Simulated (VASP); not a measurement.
# ZnO (P6_3mc) in VASP: further runs

ZnO is run at these levels: PBEsol+D3(BJ), revPBE, r2SCAN+D3(BJ); tasks: single point.

Program: VASP 6.6.1. These are calculated values, not measurements. Logs are shortened: lines on timing, memory, paths and dates and some standing lists are left out, and cuts for length are marked.

### Step 1. The cell of the first run

The structure is hexagonal, space group P6_3mc (No. 186). Conventional cell: a = 3.313 Å, b = 3.313 Å, c = 5.308 Å, α = 90.00°, β = 90.00°, γ = 120.00°. Zn (site symmetry 3m) has 4 O at 2.01 to 2.02 Å within 2.7 Å. O (site symmetry 3m) has 4 Zn at 2.01 to 2.02 Å within 2.7 Å.

### Step 2. Single point, PBEsol+D3(BJ)

INCAR reads:

```
PREC     = Accurate       # precision mode
ENCUT    = 520            # plane-wave cutoff, eV
EDIFF    = 1E-6           # SCF threshold, eV
ISMEAR   = -1             # smearing method
SIGMA    = 0.05           # smearing width, eV
LREAL    = False          # projectors in reciprocal space
LASPH    = True           # aspherical terms in the spheres
NELM     = 60             # most SCF steps
ALGO     = Normal         # electronic algorithm
ISIF     = 2              # what is computed and relaxed
LWAVE    = False          # write WAVECAR
LCHARG   = True           # write CHGCAR
GGA      = PS             # functional
IVDW     = 12             # dispersion correction
LELF     = True           # ELF
LVHAR    = True         
NBANDS   = 26             # bands
```

KPOINTS reads:

```
Automatic mesh
0
Gamma
  9 9 5
```

POSCAR reads:

```
ZnO
1.0
    3.3130361008      0.0000000000      0.0000000000
   -1.6565180504      2.8691734269      0.0000000000
    0.0000000000      0.0000000000      5.3078076462
Zn O
2 2
Direct
    0.6666666667      0.3333333333      0.0000000000
    0.3333333333      0.6666666667      0.5000000000
    0.3333333333      0.6666666667      0.8790100000
    0.6666666667      0.3333333333      0.3790100000
```

Potentials or basis: VASP PAW PBE potentials, release 64 (Zn, O).

Started as:

```
cat potpaw_PBE.64/Zn/POTCAR potpaw_PBE.64/O/POTCAR > POTCAR
mpirun -np 1 vasp_std > vasp.out
```

OUTCAR:

```text
PREC = Accurate
   ENCUT = 520
   EDIFF = 1E-6
   ISMEAR = -1
   LREAL = False
   LASPH = True
   NELM = 60
   ISIF = 2
   GGA = PS
   IVDW = 12
 IVDW          = 12

 ion  position               nearest neighbor table
   1  0.667  0.333  0.000-   4 2.01   3 2.02   3 2.02   3 2.02
   2  0.333  0.667  0.500-   3 2.01   4 2.02   4 2.02   4 2.02
   3  0.333  0.667  0.879-   2 2.01   1 2.02   1 2.02   1 2.02
   4  0.667  0.333  0.379-   1 2.01   2 2.02   2 2.02   2 2.02

  LATTYP: Found a hexagonal cell.
 ALAT       =     3.3130361008
 C/A-ratio  =     1.6020977390

  Lattice vectors:

 A1 = (   3.3130361008,   0.0000000000,   0.0000000000)
 A2 = (  -1.6565180504,   2.8691734269,   0.0000000000)
 A3 = (   0.0000000000,   0.0000000000,   5.3078076462)

Analysis of symmetry for initial positions (statically):
=====================================================================
 Subroutine PRICEL returns:
 Original cell was already a primitive cell.

 Routine SETGRP: Setting up the symmetry group for a
 hexagonal supercell.

 Subroutine GETGRP returns: Found 12 space group operations
 (whereof  6 operations were pure point group operations)
 out of a pool of 24 trial point group operations.

The static configuration has the point symmetry C_3v.
 The point group associated with its full space group is C_6v.

Analysis of symmetry for dynamics (positions and initial velocities):
=====================================================================
 Subroutine PRICEL returns:
 Original cell was already a primitive cell.

 Routine SETGRP: Setting up the symmetry group for a
 hexagonal supercell.

 Subroutine GETGRP returns: Found 12 space group operations
 (whereof  6 operations were pure point group operations)
 out of a pool of 24 trial point group operations.

The dynamic configuration has the point symmetry C_3v.
 The point group associated with its full space group is C_6v.

 Subroutine INISYM returns: Found 12 space group operations
 (whereof  6 operations are pure point group operations),
 and found     1 'primitive' translations

----------------------------------------------------------------------------------------

                                     Primitive cell

[... 89 lines left out ...]
   LNONCOLLINEAR =      F non collinear calculations
   LSORBIT =      F    spin-orbit coupling
   LASPH  =      T    aspherical Exc in radial PAW
   ENCUT  =  520.0 eV  38.22 Ry    6.18 a.u.   6.16  6.16  9.87*2*pi/ulx,y,z
   NELM   =     60;   NELMIN=  2; NELMDL= -5     # of ELM steps
   EDIFF  = 0.1E-05   stopping-criterion for ELM
   LREAL  =      F    real-space projection
   EDIFFG = 0.1E-04   stopping-criterion for IOM
   NSW    =      0    number of steps for IOM
   IBRION =     -1    ionic relax: 0-MD 1-quasi-New 2-CG
   NFREE  =      0    steps in history (QN), initial steepest desc. (CG)
   ISIF   =      2    stress and relaxation
   ISYM   =      2    0-nonsym 1-usesym 2-fastsym
   POTIM  = 0.5000    time-step for ionic-motion
   TEBEG  =    0.0;   TEEND  =   0.0 temperature during run
   PSTRESS=    0.0 pullay stress
   NELECT =      36.0000    total number of electrons
   NUPDOWN=      -1.0000    fix difference up-down
   EMIN   =  10.00;   EMAX   =-10.00  energy-range for DOS
   EFERMI =   0.00;   METHOD = LEGACY
   ISMEAR =    -1;   SIGMA  =   0.05  broadening in eV -4-tet -1-fermi 0-gaus
   EFERMI_NEDOS =   21; number of points for ismear=-14 and -15
   IALGO  =     38    algorithm
   IMIX   =      4    mixing-type and parameters
     AMIX     =   0.40;   BMIX     =  1.00
     AMIX_MAG =   1.60;   BMIX_MAG =  1.00
  volume/ion in A,a.u.               =      12.61        85.12
  Fermi-wavevector in a.u.,A,eV,Ry     =   1.462883  2.764448 29.116834  2.140027
  Thomas-Fermi vector in A             =   2.579044
   LORBIT       =      0    0 simple, 1 ext, 2 COOP (PROOUT), +10 PAW based schemes
   GGA     = PS    functional components
   LHFCALC =     F    Hartree Fock is set to
   AEXX    =    0.0000 exact exchange contribution
   IVDW    =    12    specifies the selected vdW correction
   LEPSILON=     F    determine dielectric tensor
   LRPA    =     F    only Hartree local field effects (RPA)
 non-spin polarized calculation
  energy-cutoff  :      520.00
  volume of cell :       50.45
 maximum number of plane-waves:      1387
 NGX is ok and might be reduce to    28
   NGX = 13   NGY = 13   NGZ = 19

 number of electron      36.0000023 magnetization

 Free energy of the ion-electron system (eV)
  ---------------------------------------------------
  ext. energy  EPLUGINS =         0.00000000
  ---------------------------------------------------
  free energy    TOTEN  =       -19.33569749 eV

  energy without entropy =      -19.33567526  energy(sigma->0) =      -19.33568637

 E-fermi :   0.8798     XC(G=0): -10.8761

 val. band max:        0.5361017542   @ k =   0.0000   0.0000   0.0000
 cond. band min:       1.1364483166   @ k =   0.0000   0.0000   0.0000
 fundamental gap:      0.6003465625
 Fermi energy:         0.8797780843

 k-point     1 :       0.0000    0.0000    0.0000
  band No.  band energies     occupation
      1     -17.0467      2.00000
      2     -16.3832      2.00000
      3      -4.9025      2.00000
      4      -4.9025      2.00000
      5      -4.8702      2.00000
      6      -4.7295      2.00000
[... 685 lines left out ...]
     25      13.6710      0.00000
     26      14.4815      0.00000

 [... further k-points ...]

------------------------ aborting loop because EDIFF is reached ----------------------------------------

 Edisp (eV)   -0.68890

 E8    (eV) :    -0.4121

  FORCE on cell =-STRESS in cart. coord.  units (eV):
  Direction    XX          YY          ZZ          XY          YZ          ZX
  --------------------------------------------------------------------------------------
  -------------------------------------------------------------------------------------
  Total      -3.31775    -3.31775    -2.87012     0.00000     0.00000     0.00000
  in kB    -105.35535  -105.35535   -91.14077     0.00000     0.00000     0.00000
  external pressure =     -100.62 kB  Pullay stress =        0.00 kB

 VOLUME and BASIS-vectors are now :
 -----------------------------------------------------------------------------
  energy-cutoff  :      520.00
  volume of cell :       50.45
      direct lattice vectors                 reciprocal lattice vectors
     3.313036101  0.000000000  0.000000000     0.301837942  0.174266217  0.000000000
    -1.656518050  2.869173427  0.000000000     0.000000000  0.348532435  0.000000000
     0.000000000  0.000000000  5.307807646     0.000000000  0.000000000  0.188401703

 POSITION                                       TOTAL-FORCE (eV/Angst)
 -----------------------------------------------------------------------------------
      1.65652      0.95639      0.00000        -0.000000      0.000000     -0.046511
     -0.00000      1.91278      2.65390         0.000000     -0.000000     -0.046511
     -0.00000      1.91278      4.66562        -0.000000     -0.000000      0.046511
      1.65652      0.95639      2.01171        -0.000000     -0.000000      0.046511
 -----------------------------------------------------------------------------------
    total drift:                                0.000000      0.000000     -0.000106

  FREE ENERGIE OF THE ION-ELECTRON SYSTEM (eV)
  ---------------------------------------------------
  free  energy   TOTEN  =       -20.0246024052 eV

  energy  without entropy=      -20.0245801764  energy(sigma->0) =      -20.02459129
```

It took 57 s on 1 thread of Intel Xeon 8259CL, shared host; peak memory 0.2 GiB.

Results:

```yaml
Free_energy: -20.0246 eV
Pressure: -10.1 GPa
Largest_force: 0.047 eV/Å
Band_gap_on_the_k_mesh: 0.60 eV
Dispersion_energy_per_atom: -0.172 eV
```

Forces in eV/Å, atoms in the order of the input:
```
Zn   0.000  0.000 -0.047
Zn   0.000  0.000 -0.047
O    0.000  0.000  0.047
O    0.000  0.000  0.047
```

Stress tensor (GPa, compression positive):
```
-10.54   0.00   0.00
  0.00 -10.54   0.00
  0.00   0.00  -9.11
```

Caveat: the cell stands under tension; semilocal functionals underestimate gaps, and a narrow one can read as zero; the PAW data sets were made with another functional, which shifts forces and pressure a little. As with any semilocal functional, this PBEsol gap is likely too small.

### Step 3. Single point, revPBE

INCAR reads:

```
SYSTEM = ZnO
PREC     = Accurate       ! precision mode
ENCUT    = 520            ! plane-wave cutoff, eV
EDIFF    = 1E-6           ! SCF threshold, eV
ISMEAR   = -1             ! smearing method
SIGMA    = 0.05           ! smearing width, eV
LREAL    = .False.        ! projectors in reciprocal space
LASPH    = .True.         ! aspherical terms in the spheres
NELM     = 100            ! most SCF steps
ALGO     = Normal         ! electronic algorithm
ISIF     = 2              ! what is computed and relaxed
LWAVE    = .False.        ! write WAVECAR
LCHARG   = .False.        ! write CHGCAR
GGA      = RE             ! functional
NBANDS   = 26             ! bands
```

KPOINTS reads:

```
regular mesh
0
Gamma
  9 9 5
  0 0 0
```

POSCAR is that of step 2.

Potentials or basis: VASP PAW PBE potentials, release 64 (Zn, O).

Started as:

```
cat potpaw_PBE.64/Zn/POTCAR potpaw_PBE.64/O/POTCAR > POTCAR
mpirun -np 1 vasp_std > vasp.out
```

It took 74 s on 1 thread of Intel Xeon 8259CL, shared host; peak memory 0.19 GiB.

Results (log left out):

| Property | Result |
| --- | --- |
| Free energy | -16.5673 eV |
| Pressure | 1.1 GPa |
| Largest force | 0.059 eV/Å |
| Band gap on the k mesh | 0.77 eV |

Forces in eV/Å, atoms in the order of the input:
```
Zn   0.000  0.000 -0.059
Zn   0.000  0.000 -0.059
O    0.000  0.000  0.059
O    0.000  0.000  0.059
```

Stress tensor (GPa, compression positive):
```
0.66 0.00 0.00
0.00 0.66 0.00
0.00 0.00 2.11
```

Levels at points of the mesh, in eV from the valence-band top:
| k point | band 15 | band 16 | band 17 | band 18 | band 19 | band 20 | band 21 | band 22 |
| --- | --- | --- | --- | --- | --- | --- | --- | --- |
| (0.00, 0.00, 0.00) | -0.74 | -0.05 | 0.00 | 0.00 | 0.77 | 5.07 | 8.15 | 12.63 |

Caveat: semilocal functionals underestimate gaps, and a narrow one can read as zero; the PAW data sets were made with another functional, which shifts forces and pressure a little. As with any semilocal functional, this revPBE gap is likely too small.

### Step 4. Single point, r2SCAN+D3(BJ)

This run uses another cell than the first one, of 11.69 Å³/atom.

POSCAR reads:

```
ZnO
1.0
    3.2247991541      0.0000000000      0.0000000000
   -1.6123995770      2.7927579895      0.0000000000
    0.0000000000      0.0000000000      5.1937264149
Zn O
2 2
Direct
    0.6666666667      0.3333333333     -0.0003305194
    0.3333333333      0.6666666667      0.4996694806
    0.3333333333      0.6666666667      0.8793405194
    0.6666666667      0.3333333333      0.3793405194
```

INCAR.step1 reads:

```
SYSTEM = ZnO
PREC = Accurate ; ENCUT = 520
ISMEAR = -1 ; SIGMA = 0.05
LREAL = .False. ; LASPH = .True.
NELM = 60 ; NBANDS = 26
GGA = PE ; ALGO = Normal
EDIFF = 1E-4 ; LWAVE = .True.
LCHARG = .False.
```

INCAR.step2 reads:

```
SYSTEM = ZnO
PREC = Accurate ; ENCUT = 520
EDIFF = 1E-6 ; ISMEAR = -1
SIGMA = 0.05 ; LREAL = .False.
LASPH = .True. ; NELM = 60
ALGO = Normal ; ISIF = 2
LWAVE = .False. ; LCHARG = .False.
METAGGA = R2SCAN ; LMIXTAU = .True.
IVDW = 12 ; VDW_S6 = 1.0
VDW_S8 = 0.78981345 ; VDW_A1 = 0.49484001
VDW_A2 = 5.73083694 ; NBANDS = 26
ISTART = 1
```

KPOINTS reads:

```
Automatic mesh
0
Gamma
  9 9 5
  0 0 0
```

Potentials or basis: VASP PAW PBE potentials, release 64 (Zn, O).

Started as:

```
cat potpaw_PBE.64/Zn/POTCAR potpaw_PBE.64/O/POTCAR > POTCAR
cp INCAR.step1 INCAR
mpirun -np 1 vasp_std > vasp.out
cp INCAR.step2 INCAR
mpirun -np 1 vasp_std > vasp.out
```

OUTCAR:

```text
SYSTEM = ZnO
   PREC = Accurate
   ENCUT = 520
   EDIFF = 1E-6
   ISMEAR = -1
   LREAL = .False.
   LASPH = .True.
   NELM = 60
   ISIF = 2
   METAGGA = R2SCAN
   IVDW = 12
   ISTART = 1
 IVDW          = 12

 ion  position               nearest neighbor table
   1  0.667  0.333  1.000-   3 1.96   3 1.96   3 1.96   4 1.97
   2  0.333  0.667  0.500-   4 1.96   4 1.96   4 1.96   3 1.97
   3  0.333  0.667  0.879-   1 1.96   1 1.96   1 1.96   2 1.97
   4  0.667  0.333  0.379-   2 1.96   2 1.96   2 1.96   1 1.97

  LATTYP: Found a hexagonal cell.
 ALAT       =     3.2247991541
 C/A-ratio  =     1.6105581051

  Lattice vectors:

 A1 = (   3.2247991541,   0.0000000000,   0.0000000000)
 A2 = (  -1.6123995770,   2.7927579895,   0.0000000000)
 A3 = (   0.0000000000,   0.0000000000,   5.1937264149)

Analysis of symmetry for initial positions (statically):
=====================================================================
 Subroutine PRICEL returns:
 Original cell was already a primitive cell.

[... 172 lines left out ...]

  energy without entropy =      -36.31208404  energy(sigma->0) =      -36.31208407

 E-fermi :   1.6734     XC(G=0): -11.7640

 val. band max:        1.0106522747   @ k =   0.0000   0.0000   0.0000
 cond. band min:       2.2607107962   @ k =   0.0000   0.0000   0.0000
 fundamental gap:      1.2500585215
 Fermi energy:         1.6734202298

 k-point     1 :       0.0000    0.0000    0.0000
  band No.  band energies     occupation
      1     -18.2180      2.00000
      2     -17.5070      2.00000
      3      -4.8991      2.00000
      4      -4.8990      2.00000
      5      -4.8401      2.00000
      6      -4.8243      2.00000
[... 685 lines left out ...]
     25      15.2706      0.00000
     26      16.6843      0.00000

 [... further k-points ...]

------------------------ aborting loop because EDIFF is reached ----------------------------------------

 Edisp (eV)   -0.43067

 E8    (eV) :    -0.1236

  FORCE on cell =-STRESS in cart. coord.  units (eV):
  Direction    XX          YY          ZZ          XY          YZ          ZX
  --------------------------------------------------------------------------------------
  -------------------------------------------------------------------------------------
  Total       0.30339     0.30339     0.34366     0.00000    -0.00000     0.00000
  in kB      10.39205    10.39205    11.77141     0.00000    -0.00000     0.00000
  external pressure =       10.85 kB  Pullay stress =        0.00 kB

 VOLUME and BASIS-vectors are now :
 -----------------------------------------------------------------------------
  energy-cutoff  :      520.00
  volume of cell :       46.78
      direct lattice vectors                 reciprocal lattice vectors
     3.224799154  0.000000000  0.000000000     0.310096832  0.179034489  0.000000000
    -1.612399577  2.792757990  0.000000000     0.000000000  0.358068978  0.000000000
     0.000000000  0.000000000  5.193726415     0.000000000  0.000000000  0.192539984

 POSITION                                       TOTAL-FORCE (eV/Angst)
 -----------------------------------------------------------------------------------
      1.61240      0.93092      5.19201         0.000000      0.000000     -0.005980
     -0.00000      1.86184      2.59515        -0.000000      0.000000     -0.005980
     -0.00000      1.86184      4.56705         0.000000      0.000000      0.005980
      1.61240      0.93092      1.97019         0.000000      0.000000      0.005980
 -----------------------------------------------------------------------------------
    total drift:                                0.000001      0.000002     -0.059264

  FREE ENERGIE OF THE ION-ELECTRON SYSTEM (eV)
  ---------------------------------------------------
  free  energy   TOTEN  =       -36.7427546405 eV

  energy  without entropy=      -36.7427545852  energy(sigma->0) =      -36.74275461
```

OUTCAR.step1:

```text
SYSTEM = ZnO
   PREC = Accurate
   ENCUT = 520
   ISMEAR = -1
   LREAL = .False.
   LASPH = .True.
   NELM = 60
[... 926 lines left out ...]
     -0.00000      1.86184      2.59515         0.000000      0.000000      0.003073
     -0.00000      1.86184      4.56705         0.000000     -0.000000     -0.003073
      1.61240      0.93092      1.97019         0.000000      0.000000     -0.003073
 -----------------------------------------------------------------------------------
    total drift:                                0.000001      0.000001     -0.000777

  FREE ENERGIE OF THE ION-ELECTRON SYSTEM (eV)
  ---------------------------------------------------
  free  energy   TOTEN  =       -17.7848511044 eV

  energy  without entropy=      -17.7848477576  energy(sigma->0) =      -17.78484943
```

It took 2.6 min on 1 thread of Intel Xeon 8259CL, shared host; peak memory 0.2 GiB.

Results:

```
Free energy                : -36.7428 eV
Pressure                   : 1.1 GPa
Largest force              : 0.006 eV/Å
Band gap on the k mesh     : 1.25 eV
Dispersion energy per atom : -0.108 eV
```

Forces on the atoms (eV/Å):
```
Zn   0.000  0.000 -0.006
Zn   0.000  0.000 -0.006
O    0.000  0.000  0.006
O    0.000  0.000  0.006
```

Caveat: the PAW data sets were made with another functional, which shifts forces and pressure a little. r2SCAN opens gaps a little over a GGA but as a rule still falls short of measured ones.

### Step 5. The runs side by side

```csv
level,cell,gap on the mesh (eV),pressure (GPa),largest force (eV/Å)
PBEsol+D3(BJ),"a = 3.313, b = 3.313, c = 5.308 Å, angles 90.0, 90.0, 120.0°, 4 atoms, atomic positions A",0.60,-10.1,0.05
revPBE,"a = 3.313, b = 3.313, c = 5.308 Å, angles 90.0, 90.0, 120.0°, 4 atoms, atomic positions A",0.77,1.1,0.06
r2SCAN+D3(BJ),"a = 3.225, b = 3.225, c = 5.194 Å, angles 90.0, 90.0, 120.0°, 4 atoms, atomic positions B",1.25,1.1,0.01
```

Alike in all rows: task single point; potentials or basis VASP PAW PBE potentials, release 64 (Zn, O); no spin polarisation; k mesh 9 × 9 × 5; cutoff (eV) 520; smearing fermi-dirac 0.05 eV.

Caveats: the PAW data sets were made with another functional, which shifts forces and pressure a little; semilocal functionals underestimate gaps, and a narrow one can read as zero (at least some runs); the cell stands under tension (at least some runs).

Absolute energies hang on the potentials; compare differences alone.
